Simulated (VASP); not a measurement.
Here is a VASP 6.6.1 calculation.

INCAR

```
PREC = Accurate
ENCUT = 500
EDIFF = 1E-7
ISMEAR = 0
SIGMA = 0.1
LREAL = F
LASPH = T
NELM = 120
ALGO = Normal
ISIF = 3
LWAVE = F
LCHARG = F
GGA = PE
IBRION = 2
NSW = 90
EDIFFG = -0.04
GGA_COMPAT = F
NELMIN = 4
```

File KPOINTS:

```
Automatic mesh
0
Gamma
  6 6 6
```

File POSCAR:

```
Na3H2
1.0
    1.6740748664      0.9665275748      7.7601861898
   -1.6740748664      0.9665275748      7.7601861898
    0.0000000000     -1.9330551495      7.7601861898
Na H
3 2
Direct
    0.0000000000      0.0000000000      0.0000000000
    0.2095000000      0.2095000000      0.2095000000
    0.7905000000      0.7905000000      0.7905000000
    0.4000000000      0.4000000000      0.4000000000
    0.6000000000      0.6000000000      0.6000000000
```

Potentials or basis: VASP PAW PBE potentials, release 64 (Na_pv, H).

The run is started by

```bash
$ cat potpaw_PBE.64/Na_pv/POTCAR potpaw_PBE.64/H/POTCAR > POTCAR
$ mpirun -np 1 vasp_std > vasp.out
```

Question: Predict the band gap on the k mesh.

Answer: Zero (an odd number of electrons rules out a gap without spin polarisation).

Question: Estimate the space group after relaxing (to 0.1 Å).

Answer: R-3m (No. 166).

Question: What does it give for the relaxed volume?

Answer: 18.04 Å³/atom.

Step by step:
| step | energy change (eV) | largest force (eV/Å) | pressure (GPa) | volume (Å³) |
| --- | --- | --- | --- | --- |
| 1 | 0.0000 | 1.4353 | 5.18 | 75.34 |
| 2 | -0.3574 | 1.0280 | 2.77 | 80.76 |
| 3 | -0.7158 | 0.4239 | -0.56 | 93.07 |
| 4 | -0.7370 | 0.4238 | -1.13 | 96.45 |
| 5 | -0.7389 | 0.4236 | -1.29 | 97.57 |
| 6 | -0.7987 | 0.4033 | -0.95 | 95.15 |
| 7 | -0.8986 | 0.3108 | 0.44 | 88.08 |
| 8 | -0.9019 | 0.2786 | 0.85 | 86.33 |
| 9 | -0.9378 | 0.1226 | 0.57 | 87.60 |
| 10 | -0.9498 | 0.0498 | 0.28 | 89.00 |
| 11 | -0.9499 | 0.0371 | 0.29 | 88.90 |
| 12 | -0.9524 | 0.0094 | 0.03 | 90.21 |

Caveat: the k points lie up to 0.36 Å⁻¹ apart in the final cell, too coarse for converged energies and pressures of a metal; the volume moved by over 15 % at a fixed basis, so the end points are rough.
